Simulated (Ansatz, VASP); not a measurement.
# One calculation of Mo, two programs

The input INCAR:

```
SYSTEM = Mo
PREC = Accurate
ENCUT = 520
EDIFF = 1E-6
ISMEAR = 0
SIGMA = 1.0
LREAL = .False.
LASPH = .True.
NELM = 80
ALGO = Normal
ISIF = 2
LWAVE = .False.
LCHARG = .False.
GGA = PE
NBANDS = 13
```

KPOINTS

```
Automatic mesh
0
Gamma
  14 14 14
  0 0 0
```

File POSCAR:

```
Mo
1.0
   -1.5813793950      1.5813793950      1.5813793950
    1.5813793950     -1.5813793950      1.5813793950
    1.5813793950      1.5813793950     -1.5813793950
Mo
1
Direct
    0.0000000000      0.0000000000      0.0000000000
```

Input for Ansatz:

```yaml
crystal:
  lattice:
    - [-1.581379395, 1.581379395, 1.581379395]
    - [1.581379395, -1.581379395, 1.581379395]
    - [1.581379395, 1.581379395, -1.581379395]
  atoms:
    - { symbol: Mo, position: [0.0, 0.0, 0.0] }
hamiltonian:
  xc: pbe
  pseudopotentials:
    kind: paw
    azcp:
      Mo: "pseudopotentials/Mo.paw.azcp"
basis:
  ecutwfc: 420
  fft_grid_basis: typed
kpoints:
  mp_grid: { grid: [14, 14, 14], shift: [0, 0, 0] }
magnetization:
  spin_polarized: false
scf:
  occupations: { method: gaussian, width: 1.0 }
  lower_state_search: "off"
output:
  stress: true
  write_density: true
  write_potential: true
  elf: true
  volumetric_format: npy
```

Alike in both runs: task single point; functional PBE; k mesh 14 × 14 × 14; occupations gaussian, width 1 eV; no spin polarisation.

|  | VASP | Ansatz |
| --- | --- | --- |
| version | VASP 6.6.1 | Ansatz 0.2.0 |
| potentials or method | VASP PAW PBE potentials, release 64 (Mo_sv), cutoff 520 eV | plane waves (420 eV) with PAW, scalar-relativistic |
| valence electrons in the cell | 14 | 14 |

Ansatz gave:

| Quantity | Value |
| --- | --- |
| pressure (GPa) | 1.3 |

**Question.** Which values does VASP return?

**Answer.** Pressure (GPa): 1.8.
